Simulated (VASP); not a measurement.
MgO (Periclase), 2 atoms in the cell. It takes space group Fm-3m (No. 225, cubic). The conventional cell has a = 4.204 Å, b = 4.204 Å, c = 4.204 Å, α = 90.00°, β = 90.00°, γ = 90.00°. Within 2.8 Å of Mg (site symmetry m-3m) lie 6 O at 2.10 Å. O (site symmetry m-3m) has 6 Mg at 2.10 Å within 2.8 Å. 

| Quantity | Value |
| --- | --- |
| Program | VASP 6.6.1 |
| Task | single point |
| Functional | r2SCAN |
| Potentials or basis | VASP PAW PBE potentials, release 64 (Mg, O) |
| Cutoff | 660 eV |
| k mesh | 8 × 8 × 8 |
| Occupations | fermi-dirac, width 0.001 eV |
| Spin | no spin polarisation |
| Dipole correction | no |
| Further INCAR settings | ALGO = Normal; EDIFF = 1e-06; NBANDS = 11 |

Potentials or basis: VASP PAW PBE potentials, release 64 (Mg, O).

Launch:

```console
$ cat potpaw_PBE.64/Mg/POTCAR potpaw_PBE.64/O/POTCAR > POTCAR
$ cp INCAR.step1 INCAR
$ mpirun -np 1 vasp_std > vasp.out
$ cp INCAR.step2 INCAR
$ mpirun -np 1 vasp_std > vasp.out
```

Hardware: 1 thread of AMD EPYC 9R45 96-Core Processor (Zen 5) (shared host).

Estimate the wall time of this run.

Run time: 34 s on 1 thread of AMD EPYC 9R45 96-Core Processor (Zen 5), on a shared host, peak memory 0.14 GiB. Counts: k points 29.
